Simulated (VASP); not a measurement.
Write the native input for VASP 6.6.1 that does the following.

```
Task                   : single point
Functional             : PBE
Potentials or basis    : VASP PAW PBE potentials, release 64 (Mg, O)
Cutoff                 : 520 eV
k mesh                 : 9 × 9 × 6
Occupations            : gaussian, width 0.05 eV
Spin                   : no spin polarisation
Dipole correction      : no
Further INCAR settings : ALGO = Normal; EDIFF = 1e-07; NBANDS = 16
```

The structure of MgO lies in POSCAR:

```
MgO
1.0
    3.5591842568      0.0000000000      0.0000000000
   -1.7795921284      3.0823439831      0.0000000000
    0.0000000000      0.0000000000      4.1496529250
Mg O
2 2
Direct
    0.6666666667      0.3333333333      0.7500000000
    0.3333333333      0.6666666667      0.2500000000
    0.6666666667      0.3333333333      0.2500000000
    0.3333333333      0.6666666667      0.7500000000
```

This cell differs from its parent crystal: volume 11.381 Å^3 an atom, c/a of the conventional cell 1.1659.

One way to write it, as run:

INCAR

```
  PREC = Accurate
  ENCUT = 520
  EDIFF = 1E-7
  ISMEAR = 0
  SIGMA = 0.05
  LREAL = False
  LASPH = True
  NELM = 100
  ALGO = Normal
  ISIF = 2
  LWAVE = False
  LCHARG = False
  GGA = PE
  NBANDS = 16
```

KPOINTS

```
regular mesh
0
Gamma
  9 9 6
```

Potentials or basis: VASP PAW PBE potentials, release 64 (Mg, O).

Command:

```console
$ cat potpaw_PBE.64/Mg/POTCAR potpaw_PBE.64/O/POTCAR > POTCAR
$ mpirun -np 1 vasp_std > vasp.out
```

It gave:

```yaml
Pressure: -0.2 GPa
Band_gap_on_the_k_mesh: 3.30 eV, direct
```

Run time: 73 s on 1 thread of AMD EPYC 7R13 (shared host), peak memory 0.15 GiB.
